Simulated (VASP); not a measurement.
NaCl, 2 atoms in the cell. Symmetry: Pm-3m, No. 221, cubic system. Conventional cell: a = 3.029 Å, b = 3.029 Å, c = 3.029 Å, α = 90.00°, β = 90.00°, γ = 90.00°. Na (site symmetry m-3m) has 8 Cl at 2.62 Å and 6 Na at 3.03 Å within 3.5 Å. Within 3.5 Å of Cl (site symmetry m-3m) lie 8 Na at 2.62 Å and 6 Cl at 3.03 Å. 

| Property | Result |
| --- | --- |
| Program | VASP 6.6.1 |
| Task | single point |
| Functional | PBE |
| Potentials or basis | VASP PAW PBE potentials, release 64 (Na_pv, Cl) |
| Cutoff | 500 eV |
| k mesh | 8 × 8 × 8 |
| Occupations | gaussian, width 0.05 eV |
| Spin | no spin polarisation |
| Dipole correction | no |
| Further INCAR settings | ALGO = Normal; EDIFF = 1e-06; NBANDS = 14 |

Potentials or basis: VASP PAW PBE potentials, release 64 (Na_pv, Cl).

The run is started by

```sh
$ cat potpaw_PBE.64/Na_pv/POTCAR potpaw_PBE.64/Cl/POTCAR > POTCAR
$ mpirun -np 1 vasp_std > vasp.out
```

Hardware: 1 thread of Intel Xeon 8259CL (shared host).

Q: Estimate the wall time of this run.

A: Run time: 6.5 s on 1 thread of Intel Xeon 8259CL (shared host), peak memory 0.14 GiB. Counts: scf iterations 12, k points 35.
